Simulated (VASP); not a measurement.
Wanted: the native input for a VASP 6.6.1 run.

```yaml
Task: single point
Functional: r2SCAN
Potentials_or_basis: VASP PAW PBE potentials, release 64 (Al, Cu)
Cutoff: 520 eV
k_mesh: 12 × 12 × 10
Occupations: gaussian, width 0.15 eV
Spin: no spin polarisation
Dipole_correction: no
Further_INCAR_settings: ALGO = Normal; EDIFF = 1e-06; NBANDS = 24
```

Crystal: Al3Cu2.

```
Al Cu
1.0
     4.42996    0.00000    0.00000
    -2.21498    3.83646    0.00000
     0.00000    0.00000    4.79027
Al Cu
3 2
Cartesian
  0.0000 0.0000 0.0000
  0.0000 2.5576 1.6774
  2.2150 1.2788 3.1128
  0.0000 2.5576 4.0246
  2.2150 1.2788 0.7656
```

This cell differs from its parent crystal: strain +0.080 along x and y, -0.040 along z.

The input as run:

POSCAR

```
Al3Cu2
1.0
    4.4299567260      0.0000000000      0.0000000000
   -2.2149783630      3.8364550623      0.0000000000
    0.0000000000      0.0000000000      4.7902669367
Al Cu
3 2
Direct
    0.0000000000      0.0000000000      0.0000000000
    0.3333333333      0.6666666667      0.3501725384
    0.6666666667      0.3333333333      0.6498274616
    0.3333333333      0.6666666667      0.8401683181
    0.6666666667      0.3333333333      0.1598316819
```

INCAR.step1

```
SYSTEM = Al3Cu2
ALGO = Normal
EDIFF = 1E-4
ENCUT = 520
GGA = PE
ISMEAR = 0
LASPH = .True.
LCHARG = .False.
LREAL = .False.
LWAVE = .True.
NBANDS = 24
NELM = 60
PREC = Accurate
SIGMA = 0.15
```

INCAR.step2

```
SYSTEM = Al3Cu2
ALGO = Normal
EDIFF = 1E-6
ENCUT = 520
ISIF = 2
ISMEAR = 0
ISTART = 1
LASPH = .True.
LCHARG = .False.
LMIXTAU = .True.
LREAL = .False.
LWAVE = .False.
METAGGA = R2SCAN
NBANDS = 24
NELM = 60
PREC = Accurate
SIGMA = 0.15
```

KPOINTS

```
k-points
0
Gamma
  12 12 10
  0 0 0
```

Potentials or basis: VASP PAW PBE potentials, release 64 (Al, Cu).

The run is started by

```bash
$ cat potpaw_PBE.64/Al/POTCAR potpaw_PBE.64/Cu/POTCAR > POTCAR
$ cp INCAR.step1 INCAR
$ mpirun -np 1 vasp_std > vasp.out
$ cp INCAR.step2 INCAR
$ mpirun -np 1 vasp_std > vasp.out
```

It gave:

* Pressure: -7.6 GPa
* Largest force: 0.422 eV/Å

Caveat: the cell differs from its parent crystal (strain +0.080 along x and y, -0.040 along z); the PAW data sets were made with another functional, which shifts forces and pressure a little.

Run time: 15 min on 1 thread of AMD EPYC 9R45 96-Core Processor (Zen 5), with other jobs on the host, peak memory 0.38 GiB.
